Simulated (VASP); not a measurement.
# BiH4 (P6/mmm) in VASP: further runs

The runs below take BiH4 through single point, with PBE.

All numbers are computed with VASP 6.6.1; they aren't measurements. Logs are shortened: lines on timing, memory, paths and dates and some standing lists are left out, and cuts for length are marked.

**1. The cell of the first run**

Symmetry: P6/mmm, No. 191, hexagonal system. The conventional cell has a = 3.098 Å, b = 3.098 Å, c = 6.571 Å, α = 90.00°, β = 90.00°, γ = 120.00°. Bi (site symmetry 6/mmm) has 6 Bi at 3.10 Å and 14 H at 3.29 to 3.63 Å within 4.1 Å. H (site symmetry mmm) has 6 H at 1.55 Å within 2.1 Å. Within 2.1 Å of H (site symmetry 6/mmm) lie 6 H at 1.55 Å.

**2. Single point, PBE**

The input, INCAR:

```
PREC     = Accurate       # precision mode
ENCUT    = 520            # plane-wave cutoff, eV
EDIFF    = 1E-7           # SCF threshold, eV
ISMEAR   = 0              # smearing method
SIGMA    = 0.1            # smearing width, eV
LREAL    = F              # projectors in reciprocal space
LASPH    = T              # aspherical terms in the spheres
NELM     = 60             # most SCF steps
ALGO     = Normal         # electronic algorithm
ISIF     = 2              # what is computed and relaxed
LWAVE    = F              # write WAVECAR
LCHARG   = T              # write CHGCAR
GGA      = PE             # functional
LELF     = T              # ELF
LVHAR    = T            
NBANDS   = 18             # bands
```

The input, KPOINTS:

```
Automatic mesh
0
Gamma
  15 15 6
```

The input, POSCAR:

```
BiH4
1.0
    3.0978567048      0.0000000000      0.0000000000
   -1.5489283524      2.6828226036      0.0000000000
    0.0000000000      0.0000000000      6.5714673154
Bi H
1 4
Direct
    0.0000000000      0.0000000000      0.0000000000
    0.5000000000      0.0000000000      0.5000000000
    0.0000000000      0.5000000000      0.5000000000
    0.5000000000      0.5000000000      0.5000000000
    0.0000000000      0.0000000000      0.5000000000
```

Potentials or basis: VASP PAW PBE potentials, release 64 (Bi_d, H).

Run with:

```sh
$ cat potpaw_PBE.64/Bi_d/POTCAR potpaw_PBE.64/H/POTCAR > POTCAR
$ mpirun -np 1 vasp_std > vasp.out
```

OUTCAR:

```text
PREC = Accurate
   ENCUT = 520
   EDIFF = 1E-7
   ISMEAR = 0
   LREAL = F
   LASPH = T
   NELM = 60
   ISIF = 2
   GGA = PE

 ion  position               nearest neighbor table
   1  0.000  0.000  0.000-
   2  0.500  0.000  0.500-
   3  0.000  0.500  0.500-
   4  0.500  0.500  0.500-
   5  0.000  0.000  0.500-

  LATTYP: Found a hexagonal cell.
 ALAT       =     3.0978567048
 C/A-ratio  =     2.1212947988

  Lattice vectors:

 A1 = (   3.0978567048,   0.0000000000,   0.0000000000)
 A2 = (  -1.5489283524,   2.6828226036,   0.0000000000)
 A3 = (   0.0000000000,   0.0000000000,   6.5714673154)

Analysis of symmetry for initial positions (statically):
=====================================================================
 Subroutine PRICEL returns:
 Original cell was already a primitive cell.

 Routine SETGRP: Setting up the symmetry group for a
 hexagonal supercell.

 Subroutine GETGRP returns: Found 24 space group operations
 (whereof 24 operations were pure point group operations)
 out of a pool of 24 trial point group operations.

The static configuration has the point symmetry D_6h.

Analysis of symmetry for dynamics (positions and initial velocities):
=====================================================================
 Subroutine PRICEL returns:
 Original cell was already a primitive cell.

 Routine SETGRP: Setting up the symmetry group for a
 hexagonal supercell.

 Subroutine GETGRP returns: Found 24 space group operations
 (whereof 24 operations were pure point group operations)
 out of a pool of 24 trial point group operations.

The dynamic configuration has the point symmetry D_6h.

 Subroutine INISYM returns: Found 24 space group operations
 (whereof 24 operations are pure point group operations),
 and found     1 'primitive' translations

----------------------------------------------------------------------------------------

                                     Primitive cell

  volume of cell :      54.6155

  direct lattice vectors                    reciprocal lattice vectors
     3.097856705  0.000000000  0.000000000     0.322803827  0.186370876  0.000000000
    -1.548928352  2.682822604  0.000000000     0.000000000  0.372741753  0.000000000
     0.000000000  0.000000000  6.571467315     0.000000000  0.000000000  0.152173016

  length of vectors
     3.097856705  3.097856705  6.571467315     0.372741753  0.372741753  0.152173016

  position of ions in fractional coordinates (direct lattice)
     0.000000000  0.000000000  0.000000000
     0.500000000  0.000000000  0.500000000
     0.000000000  0.500000000  0.500000000
     0.500000000  0.500000000  0.500000000
     0.000000000  0.000000000  0.500000000

  ion indices of the primitive-cell ions
   primitive index   ion index
                 1           1
                 2           2
                 3           3
                 4           4
                 5           5

----------------------------------------------------------------------------------------

 KPOINTS: Automatic mesh

Automatic generation of k-mesh.
 Grid dimensions read from file:
 generate k-points for:   15   15    6

 Generating k-lattice:

  Cartesian coordinates                     Fractional coordinates (reciprocal lattice)
     0.021520255  0.012424725  0.000000000     0.066666667  0.000000000  0.000000000
     0.000000000  0.024849450  0.000000000     0.000000000  0.066666667  0.000000000
     0.000000000  0.000000000  0.025362169     0.000000000  0.000000000  0.166666667

  Length of vectors
     0.024849450  0.024849450  0.025362169

  Shift w.r.t. Gamma in fractional coordinates (k-lattice)
     0.000000000  0.000000000  0.000000000

 Subroutine IBZKPT returns following result:
 ===========================================

 Found    108 irreducible k-points:

 Following reciprocal coordinates:
            Coordinates               Weight
  0.000000  0.000000  0.000000      1.000000
  0.066667 -0.000000  0.000000      6.000000
  0.133333  0.000000  0.000000      6.000000
  0.200000 -0.000000  0.000000      6.000000
  0.266667  0.000000  0.000000      6.000000
  0.333333 -0.000000  0.000000      6.000000
[... 16 lines left out ...]
  0.333333  0.200000  0.000000     12.000000
  0.400000  0.200000  0.000000      6.000000
 [... further k-points ...]
   k-points           NKPTS =    108   k-points in BZ     NKDIM =    108   number of bands    NBANDS=     18
   number of dos      NEDOS =    301   number of ions     NIONS =      5
   total plane-waves  NPLWV =  28800
   dimension x,y,z NGX =    24 NGY =   24 NGZ =   50
   dimension x,y,z NGXF=    48 NGYF=   48 NGZF=  100
   ions per type =               1   4
   NGX,Y,Z   is equivalent  to a cutoff of  12.88, 12.88, 12.65 a.u.
   NGXF,Y,Z  is equivalent  to a cutoff of  25.76, 25.76, 25.30 a.u.
 SYSTEM =  unknown system
   PREC   = accura    normal or accurate (medium, high low for compatibility)
   ISTART =      0    job   : 0-new  1-cont  2-samecut
   ICHARG =      2    charge: 1-file 2-atom 10-const
   ISPIN  =      1    spin polarized calculation?
   LNONCOLLINEAR =      F non collinear calculations
   LSORBIT =      F    spin-orbit coupling
   LASPH  =      T    aspherical Exc in radial PAW
   ENCUT  =  520.0 eV  38.22 Ry    6.18 a.u.   5.76  5.76 12.22*2*pi/ulx,y,z
   NELM   =     60;   NELMIN=  2; NELMDL= -5     # of ELM steps
   EDIFF  = 0.1E-06   stopping-criterion for ELM
   LREAL  =      F    real-space projection
   EDIFFG = 0.1E-05   stopping-criterion for IOM
   NSW    =      0    number of steps for IOM
   IBRION =     -1    ionic relax: 0-MD 1-quasi-New 2-CG
   NFREE  =      0    steps in history (QN), initial steepest desc. (CG)
   ISIF   =      2    stress and relaxation
   ISYM   =      2    0-nonsym 1-usesym 2-fastsym
   POTIM  = 0.5000    time-step for ionic-motion
   TEBEG  =    0.0;   TEEND  =   0.0 temperature during run
   PSTRESS=    0.0 pullay stress
   NELECT =      19.0000    total number of electrons
   NUPDOWN=      -1.0000    fix difference up-down
   EMIN   =  10.00;   EMAX   =-10.00  energy-range for DOS
   EFERMI =   0.00;   METHOD = LEGACY
   ISMEAR =     0;   SIGMA  =   0.10  broadening in eV -4-tet -1-fermi 0-gaus
   EFERMI_NEDOS =   21; number of points for ismear=-14 and -15
   IALGO  =     38    algorithm
   IMIX   =      4    mixing-type and parameters
     AMIX     =   0.40;   BMIX     =  1.00
     AMIX_MAG =   1.60;   BMIX_MAG =  1.00
  volume/ion in A,a.u.               =      10.92        73.71
  Fermi-wavevector in a.u.,A,eV,Ry     =   1.151386  2.175803 18.037093  1.325689
  Thomas-Fermi vector in A             =   2.288044
   LORBIT       =      0    0 simple, 1 ext, 2 COOP (PROOUT), +10 PAW based schemes
   GGA     = PE    functional components
   LHFCALC =     F    Hartree Fock is set to
   AEXX    =    0.0000 exact exchange contribution
   IVDW    =     0    specifies the selected vdW correction
   LEPSILON=     F    determine dielectric tensor
   LRPA    =     F    only Hartree local field effects (RPA)
 non-spin polarized calculation
 Gauss-broadening in eV      SIGMA  =   0.10
  energy-cutoff  :      520.00
  volume of cell :       54.62
 maximum number of plane-waves:      1483
 NGX is ok and might be reduce to    24
   NGX = 11   NGY = 11   NGZ = 25

 number of electron      19.0000005 magnetization

 Free energy of the ion-electron system (eV)
  ---------------------------------------------------
  ext. energy  EPLUGINS =         0.00000000
  ---------------------------------------------------
  free energy    TOTEN  =       -12.64284977 eV

  energy without entropy =      -12.63580053  energy(sigma->0) =      -12.63932515

 E-fermi :   4.1744     XC(G=0):  -9.2629

 val. band max:        4.1544584376   @ k =   0.4000   0.0667   0.0000
 cond. band min:       4.1812647477   @ k =   0.2667   0.0000   0.5000
 fundamental gap:      0.0268063101
 Fermi energy:         4.1743876652

 k-point     1 :       0.0000    0.0000    0.0000
  band No.  band energies     occupation
      1     -19.0113      2.00000
      2     -18.9942      2.00000
      3     -18.9942      2.00000
      4     -18.6767      2.00000
      5     -18.6767      2.00000
      6      -9.7005      2.00000
[... 10 lines left out ...]
     17      18.1286      0.00000
     18      18.2182      0.00000

 k-point     2 :       0.0667   -0.0000    0.0000
  band No.  band energies     occupation
      1     -19.0069      2.00000
      2     -18.9893      2.00000
      3     -18.9762      2.00000
      4     -18.6866      2.00000
      5     -18.6789      2.00000
      6      -9.6048      2.00000
[... 10 lines left out ...]
     17      18.3922      0.00000
     18      18.4157      0.00000

 k-point     3 :       0.1333    0.0000    0.0000
  band No.  band energies     occupation
      1     -19.0254      2.00000
      2     -18.9446      2.00000
      3     -18.9246      2.00000
      4     -18.7142      2.00000
      5     -18.6853      2.00000
      6      -9.3161      2.00000
[... 10 lines left out ...]
     17      16.9696      0.00000
     18      18.8356      0.00000

 k-point     4 :       0.2000   -0.0000    0.0000
  band No.  band energies     occupation
      1     -19.0557      2.00000
      2     -18.8769      2.00000
      3     -18.8478      2.00000
      4     -18.7546      2.00000
      5     -18.6946      2.00000
      6      -8.8322      2.00000
[... 375 lines left out ...]
      4     -18.7572      2.00000
      5     -18.6088      2.00000
      6      -6.2552      2.00000
[... 10 lines left out ...]
     17      13.9996      0.00000
     18      17.8799      0.00000

 k-point    23 :       0.3333    0.2000    0.0000
  band No.  band energies     occupation
      1     -18.9965      2.00000
      2     -18.8665      2.00000
      3     -18.7711      2.00000
      4     -18.7342      2.00000
      5     -18.6210      2.00000
      6      -5.4213      2.00000
[... 10 lines left out ...]
     17      14.9119      0.00000
     18      16.9727      0.00000

 k-point    24 :       0.4000    0.2000    0.0000
  band No.  band energies     occupation
      1     -18.9987      2.00000
      2     -18.8707      2.00000
      3     -18.7763      2.00000
      4     -18.6670      2.00000
      5     -18.6650      2.00000
      6      -5.0205      2.00000
[... 10 lines left out ...]
     17      15.5762      0.00000
     18      15.9951      0.00000

 [... further k-points ...]

------------------------ aborting loop because EDIFF is reached ----------------------------------------

  FORCE on cell =-STRESS in cart. coord.  units (eV):
  Direction    XX          YY          ZZ          XY          YZ          ZX
  --------------------------------------------------------------------------------------
  -------------------------------------------------------------------------------------
  Total       -0.0757273     -0.0757273     -0.0570989      0.0000000      0.0000000      0.0000000
  in kB       -2.2215050     -2.2215050     -1.6750300      0.0000000      0.0000000      0.0000000
  external PRESSURE =      -2.0393467 kB  Pullay stress =       0.0000000 kB

 VOLUME and BASIS-vectors are now :
 -----------------------------------------------------------------------------
  energy-cutoff  :      520.00
  volume of cell :       54.62
      direct lattice vectors                 reciprocal lattice vectors
     3.097856705  0.000000000  0.000000000     0.322803827  0.186370876  0.000000000
    -1.548928352  2.682822604  0.000000000     0.000000000  0.372741753  0.000000000
     0.000000000  0.000000000  6.571467315     0.000000000  0.000000000  0.152173016

 POSITION                                       TOTAL-FORCE (eV/Angst)
 -----------------------------------------------------------------------------------
      0.00000      0.00000      0.00000         0.000000      0.000000      0.000000
      1.54893      0.00000      3.28573         0.000000      0.000000      0.000000
     -0.77446      1.34141      3.28573        -0.000000      0.000000      0.000000
      0.77446      1.34141      3.28573        -0.000000      0.000000      0.000000
      0.00000      0.00000      3.28573         0.000000      0.000000      0.000000
 -----------------------------------------------------------------------------------
    total drift:                                0.000000      0.000000      0.000000

  FREE ENERGIE OF THE ION-ELECTRON SYSTEM (eV)
  ---------------------------------------------------
  free  energy   TOTEN  =       -12.6428497681 eV

  energy  without entropy=      -12.6358005325  energy(sigma->0) =      -12.63932515
```

It took 66 s on 1 thread of Oxide Virtual Turin-like, shared host; peak memory 0.2 GiB.

Results:

```yaml
Free_energy: -12.6428 eV
Pressure: -0.2 GPa
```

Levels at points of the mesh, in eV from the Fermi level:
```
           k point  band 7  band 8  band 9  band 10  band 11  band 12
(0.00, 0.00, 0.00)  -10.90   -3.76    5.51     5.56     5.56     5.66
(0.00, 0.00, 0.50)  -11.07   -2.98    2.13     5.50     5.56     5.56
```

Caveat: spin-orbit coupling is left out, which moves the levels of the heavy elements.

**3. Single point, PBE**

The input, INCAR:

```
SYSTEM = BiH4
ALGO = Normal ; EDIFF = 1E-7
ENCUT = 520 ; GGA = PE
ISIF = 2 ; ISMEAR = 0
LASPH = .True. ; LCHARG = .False.
LREAL = .False. ; LWAVE = .False.
NBANDS = 18 ; NELM = 80
PREC = Accurate ; SIGMA = 0.1
```

The input, KPOINTS:

```
k-points
0
Gamma
  15 15 6
  0 0 0
```

POSCAR is that of step 2.

Potentials or basis: VASP PAW PBE potentials, release 64 (Bi_d, H).

Run with:

```sh
$ cat potpaw_PBE.64/Bi_d/POTCAR potpaw_PBE.64/H/POTCAR > POTCAR
$ mpirun -np 1 vasp_std > vasp.out
```

Run time: 94 s. Hardware: 1 thread of Oxide Virtual Turin-like, shared host; peak memory 0.2 GiB.

It converged, with:

| Property | Result |
| --- | --- |
| Free energy | -12.6428 eV |
| Pressure | -0.2 GPa |

Levels at points of the mesh, in eV from the Fermi level:
```tsv
k point	band 6	band 7	band 8	band 9	band 10	band 11	band 12	band 13
(0.00, 0.00, 0.00)	-13.87	-10.90	-3.76	5.51	5.56	5.56	5.66	6.35
(0.00, 0.00, 0.50)	-13.83	-11.07	-2.98	2.13	5.50	5.56	5.56	8.17
```

Caveat: spin-orbit coupling is left out, which moves the levels of the heavy elements.
